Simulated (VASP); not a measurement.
## Ga: single point with r2SCAN

The system is Ga.

```
Ga
1.0
     0.00000    2.87615    2.87615
     2.87615    0.00000    2.87615
     2.87615    2.87615    0.00000
Ga
2
Direct
  0.50000 0.50000 0.50000
  0.75000 0.75000 0.75000
```

```yaml
Program: VASP 6.6.1
Task: single point
Functional: r2SCAN
Potentials_or_basis: VASP PAW PBE potentials, release 64 (Ga_d)
Cutoff: 520 eV
k_mesh: 6 × 6 × 6
Occupations: gaussian, width 0.1 eV
Spin: no spin polarisation
```

```
Pressure               : 0.4 GPa
Band gap on the k mesh : zero (band 13 reaches 5.85 eV, above the bottom of band 14 at 1.40 eV)
```

Levels at points of the mesh, in eV from the Fermi level:
```csv
k point,band 9,band 10,band 11,band 12,band 13,band 14,band 15,band 16,band 17,band 18
"(0.00, 0.00, 0.00)",-14.79,-14.79,-10.08,3.04,3.04,3.04,4.64,5.20,5.20,5.20
"(0.50, 0.00, 0.00)",-14.77,-14.77,-7.64,-4.96,1.38,1.38,3.65,6.25,6.25,8.98
"(0.50, 0.50, 0.00)",-14.75,-14.75,-5.81,-5.81,-0.59,-0.59,3.19,3.19,13.08,13.08
```

Run time: 46 s on 1 thread of AMD EPYC 7R13 Processor (Zen 3) (shared host), peak memory 0.14 GiB.

Caveat: the PAW data sets were made with another functional, which shifts forces and pressure a little.
